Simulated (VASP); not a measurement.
Wanted: the native input for a VASP 6.6.1 run.

```
Task                   : single point
Functional             : PBEsol
Potentials or basis    : VASP PAW PBE potentials, release 64 (Li_sv, H)
Cutoff                 : 520 eV
k mesh                 : 14 × 14 × 14
Occupations            : gaussian, width 0.05 eV
Spin                   : no spin polarisation
Dipole correction      : no
Further INCAR settings : ALGO = Normal; EDIFF = 1e-06; NBANDS = 9
```

The structure of LiH lies in POSCAR:

```
LiH
1.0
    0.0000000000      2.0031428266      2.0031428266
    2.0031428266      0.0000000000      2.0031428266
    2.0031428266      2.0031428266      0.0000000000
Li H
1 1
Direct
    0.0000000000      0.0000000000      0.0000000000
    0.5000000000      0.5000000000      0.5000000000
```

This cell differs from its parent crystal: volume scaled by 1.020.

One way to write it, as run:

INCAR

```
PREC = Accurate
ENCUT = 520
EDIFF = 1E-6
ISMEAR = 0
SIGMA = 0.05
LREAL = False
LASPH = True
NELM = 60
ALGO = Normal
ISIF = 2
LWAVE = False
LCHARG = False
GGA = PS
NBANDS = 9
```

KPOINTS

```
Automatic mesh
0
Gamma
  14 14 14
```

Potentials or basis: VASP PAW PBE potentials, release 64 (Li_sv, H).

The run is started by

```console
$ cat potpaw_PBE.64/Li_sv/POTCAR potpaw_PBE.64/H/POTCAR > POTCAR
$ mpirun -np 1 vasp_std > vasp.out
```

It gave:

```yaml
Band_gap_on_the_k_mesh: 2.75 eV, direct
```

Run time: 4.7 s on 1 thread of Intel(R) Xeon(R) 6975P-C (Granite Rapids) (shared host), peak memory 0.14 GiB.
